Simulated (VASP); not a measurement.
Input of a VASP 6.6.1 run:

Contents of INCAR:

```
  PREC = Accurate
  ENCUT = 520
  EDIFF = 1E-8
  ISMEAR = -1
  SIGMA = 0.08
  LREAL = False
  LASPH = True
  NELM = 80
  ALGO = Normal
  ISIF = 2
  LWAVE = False
  LCHARG = False
  GGA = PE
  LEFG = True
  NBANDS = 32
```

File KPOINTS:

```
regular mesh
0
Gamma
  8 8 8
```

POSCAR

```
Bi2Te3
1.0
    2.2085012539      1.2750787934     10.0461367000
   -2.2085012539      1.2750787934     10.0461367000
    0.0000000000     -2.5501575869     10.0461367000
Bi Te
2 3
Direct
    0.8120000000      0.8120000000      0.8120000000
    0.4020000000      0.4020000000      0.4020000000
    0.6110000000      0.6110000000      0.6110000000
    0.2000000000      0.2000000000      0.2000000000
    0.0000000000      0.0000000000      0.0000000000
```

Potentials or basis: VASP PAW PBE potentials, release 64 (Bi_d, Te).

The run is started by

```bash
$ cat potpaw_PBE.64/Bi_d/POTCAR potpaw_PBE.64/Te/POTCAR > POTCAR
$ mpirun -np 1 vasp_std > vasp.out
```

Q: What does it give for the largest force?

A: 1.196 eV/Å.

Q: Estimate the pressure.

A: 1.1 GPa.

Q: Estimate the band gap on the k mesh.

A: Zero (band 24 reaches 6.37 eV, above the bottom of band 25 at 6.21 eV).

Forces on the atoms (eV/Å):
```
Bi   0.000  0.000 -0.811
Bi   0.000  0.000 -0.458
Te   0.000  0.000 -0.666
Te   0.000  0.000  0.739
Te   0.000  0.000  1.196
```

Caveat: the cell differs from its parent crystal (zz strain of +1 %); without QUAD_EFG the Cq values of the log hold for a quadrupole moment of 1 mb, not for the nuclei; spin-orbit coupling is left out, which moves the levels of the heavy elements; forces of over 1 eV/Å act on the atoms, so gaps and moduli don't describe the material at rest.
